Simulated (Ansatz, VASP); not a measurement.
One calculation of Cu, two programs

Contents of INCAR:

```
ALGO = Normal
EDIFF = 1E-6
ENCUT = 600
GGA = PE
GGA_COMPAT = False
ISIF = 2
ISMEAR = 0
LASPH = True
LCHARG = False
LREAL = False
LWAVE = False
NBANDS = 12
NELM = 120
PREC = Accurate
SIGMA = 0.012
```

The input KPOINTS:

```
k-points
0
Gamma
  13 13 13
```

The input POSCAR:

```
Cu
1.0
    0.0000000000      1.8075000000      1.8075000000
    1.8075000000      0.0000000000      1.8075000000
    1.8075000000      1.8075000000      0.0000000000
Cu
1
Direct
    0.0000000000      0.0000000000      0.0000000000
```

input.yaml

```yaml
crystal:
  lattice:
    - [0.0, 1.8075, 1.8075]
    - [1.8075, 0.0, 1.8075]
    - [1.8075, 1.8075, 0.0]
  atoms:
    - { symbol: Cu, position: [0.0, 0.0, 0.0] }
kpoints:
  mp_grid: { grid: [13, 13, 13] }
scf:
  occupations: { method: gaussian, width: 0.012 }
hamiltonian:
  xc: pbe
  pseudopotentials: { kind: all_electron, lapw: { basis_error: 0.001 } }
output:
  forces: true
  stress: true
  eigenvalues: true
```

Alike in both runs: task single point; functional PBE; k mesh 13 × 13 × 13; occupations gaussian, width 0.012 eV; no spin polarisation.

|  | VASP | Ansatz |
| --- | --- | --- |
| version | VASP 6.6.1 | Ansatz 0.2.0 |
| potentials or method | VASP PAW PBE potentials, release 64 (Cu), cutoff 600 eV | all-electron LAPW, scalar-relativistic |

|  | VASP | Ansatz | Ansatz less VASP |
| --- | --- | --- | --- |
| gap on the k mesh at the Fermi level (eV) | none | none | - |
| pressure (GPa) | 2.3 | 1.7 | -0.62 |

A gap of «none» marks a metal or a gap that the smearing closes. Ansatz ran all-electron here, and VASP with PAW potentials.
